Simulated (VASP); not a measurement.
The system is SiSe2.

```
Si Se
1.0
    -3.59027    6.01216    3.14389
     3.59027   -6.01216    3.14389
     3.59027    6.01216   -3.14389
Si Se
2 4
Direct
  0.25000 0.25000 0.00000
  0.75000 0.75000 0.00000
  0.10657 0.81782 0.92439
  0.89343 0.18218 0.07561
  0.60657 0.68218 0.28875
  0.39343 0.31782 0.71125
```

```yaml
Program: VASP 6.6.1
Task: relaxation of shape and atoms at fixed volume
Functional: BLYP
Potentials_or_basis: VASP PAW PBE potentials, release 64 (Si, Se)
Cutoff: 500 eV
k_mesh: 6 × 6 × 6
Occupations: gaussian, width 0.05 eV
Spin: no spin polarisation
```

At the start: pressure -2.7 GPa; volume 45.24 Å³/atom.

Task: Where does the relaxation end?

Result: Over 6 steps the energy falls by 45.2 meV/atom; space group Ibam (No. 72, to 0.1 Å) before and after.

Step by step:
| step | energy change (eV) | largest force (eV/Å) | pressure (GPa) | volume (Å³) |
| --- | --- | --- | --- | --- |
| 1 | 0.0000 | 1.1186 | -2.72 | 271.45 |
| 2 | -0.2046 | 0.5123 | -1.32 | 271.45 |
| 3 | -0.2612 | 0.0585 | -0.04 | 271.45 |
| 4 | -0.2613 | 0.0865 | 0.02 | 271.45 |
| 5 | -0.2707 | 0.0301 | 0.12 | 271.45 |
| 6 | -0.2714 | 0.0118 | 0.15 | 271.45 |

Final structure:
```xyz
6
Lattice="-3.6466 6.1334 3.0342 3.6466 -6.1334 3.0342 3.6466 6.1334 -3.0342" Properties=species:S:1:pos:R:3 pbc="T T T"
Si    3.6466    6.1334   -1.5171
Si    3.6466    6.1334    1.5171
Se    6.0350    1.2396    0.0000
Se   -2.3884    4.8937    3.0342
Se    1.2582    1.2396    3.0342
Se    2.3884    4.8937    0.0000
```

Caveat: the PAW data sets were made with another functional, which shifts forces and pressure a little.
